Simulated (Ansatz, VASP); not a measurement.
**AlW3: VASP beside Ansatz**

File INCAR:

```
PREC = Accurate
ENCUT = 600
EDIFF = 1E-7
ISMEAR = 0
SIGMA = 0.1
LREAL = F
LASPH = T
NELM = 100
ALGO = Fast
ISIF = 3
LWAVE = F
LCHARG = F
GGA = PE
IBRION = 2
NSW = 100
EDIFFG = -0.01
```

Contents of KPOINTS:

```
Automatic mesh
0
Gamma
  12 12 12
```

File POSCAR:

```
AlW3
1.0
    0.0000000000      3.1603537879      3.1603537879
    3.1603537879      0.0000000000      3.1603537879
    3.1603537879      3.1603537879      0.0000000000
Al W
1 3
Direct
    0.0000000000      0.0000000000      0.0000000000
    0.2500000000      0.2500000000      0.2500000000
    0.7500000000      0.7500000000      0.7500000000
    0.5000000000      0.5000000000      0.5000000000
```

Input for Ansatz:

```yaml
crystal:
  lattice:
    - [0.0, 3.1603537879, 3.1603537879]
    - [3.1603537879, 0.0, 3.1603537879]
    - [3.1603537879, 3.1603537879, 0.0]
  atoms:
    - { symbol: Al, position: [0.0, 0.0, 0.0] }
    - { symbol: W, position: [0.25, 0.25, 0.25] }
    - { symbol: W, position: [0.75, 0.75, 0.75] }
    - { symbol: W, position: [0.5, 0.5, 0.5] }
basis:
  ecutwfc: 420
kpoints:
  mp_grid: { grid: [12, 12, 12] }
hamiltonian:
  xc: pbe
scf:
  occupations: { method: gaussian, width: 0.1 }
output:
  forces: true
  stress: true
  eigenvalues: true
relax:
  adjacent_minimum: "off"
  f_tol: 0.01
  max_steps: 80
  cell: { stress_tol: 0.05 }
```

Change from the starting cell: species swapped into the Na3Bi type (Fm-3m, No. 225).

Alike in both runs: task relaxation of cell and atoms; functional PBE; k mesh 12 × 12 × 12; occupations gaussian, width 0.1 eV; no spin polarisation.

|  | VASP | Ansatz |
| --- | --- | --- |
| version | VASP 6.6.1 | Ansatz 0.2.0 |
| potentials or method | VASP PAW PBE potentials, release 64 (Al, W_sv), cutoff 600 eV | scalar-relativistic, plane waves, PAW |
| valence electrons in the cell | 45 | 45 |

|  | VASP | Ansatz | Ansatz less VASP |
| --- | --- | --- | --- |
| gap on the k mesh at the Fermi level, each at its own relaxed structure (eV) | none | none | - |
| relaxed volume (Å³/atom) | 15.80 | 15.77 | -0.026 |
| relaxed length of the cell vector where the two differ most in proportion (Å) | 4.471 | 4.469 | -0.0025 |

A gap of «none» marks a metal or a gap that the smearing closes.

Spin-orbit coupling is off throughout.
